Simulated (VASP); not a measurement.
Set up this calculation in VASP 6.6.1, as the native input.

```
Task                   : single point
Functional             : LDA
Potentials or basis    : VASP PAW LDA potentials, release 64 (Ba_sv)
Cutoff                 : 520 eV
k mesh                 : 14 × 14 × 14
Occupations            : gaussian, width 0.15 eV
Spin                   : no spin polarisation
Dipole correction      : no
Further INCAR settings : ALGO = Fast; EDIFF = 1e-07; NBANDS = 11
```

The structure of Ba lies in POSCAR:

```
Ba
1.0
   -2.5312500000      2.4687500000      2.5000000000
    2.5312500000     -2.4687500000      2.5000000000
    2.5312500000      2.4687500000     -2.5000000000
Ba
1
Direct
    0.0000000000      0.0000000000      0.0000000000
```

This cell differs from its parent crystal: strain +0.0125 x Voigt [1, -1, 0, 0, 0, 0].

The input as run:

INCAR

```
PREC = Accurate ; ENCUT = 520
EDIFF = 1E-7 ; ISMEAR = 0
SIGMA = 0.15 ; LREAL = False
LASPH = True ; NELM = 60
ALGO = Fast ; ISIF = 2
LWAVE = False ; LCHARG = True
GGA = CA ; LELF = True
LVHAR = True ; NBANDS = 11
```

KPOINTS

```
regular mesh
0
Gamma
  14 14 14
```

Potentials or basis: VASP PAW LDA potentials, release 64 (Ba_sv).

Command:

```sh
$ cat potpaw_LDA.64/Ba_sv/POTCAR > POTCAR
$ mpirun -np 1 vasp_std > vasp.out
```

It gave:

The pressure is -1.2 GPa. The band gap on the k mesh is zero (band 5 reaches 1.91 eV, above the bottom of band 6 at 0.93 eV).

Caveat: the cell differs from its parent crystal (strain +0.0125 x Voigt [1, -1, 0, 0, 0, 0]); spin-orbit coupling is left out, which moves the levels of the heavy elements.

Run time: 3.1 min on 1 thread of Intel(R) Xeon(R) Platinum 8259CL CPU @ 2.50GHz (Skylake/Cascade Lake), with other jobs on the host, peak memory 0.39 GiB.
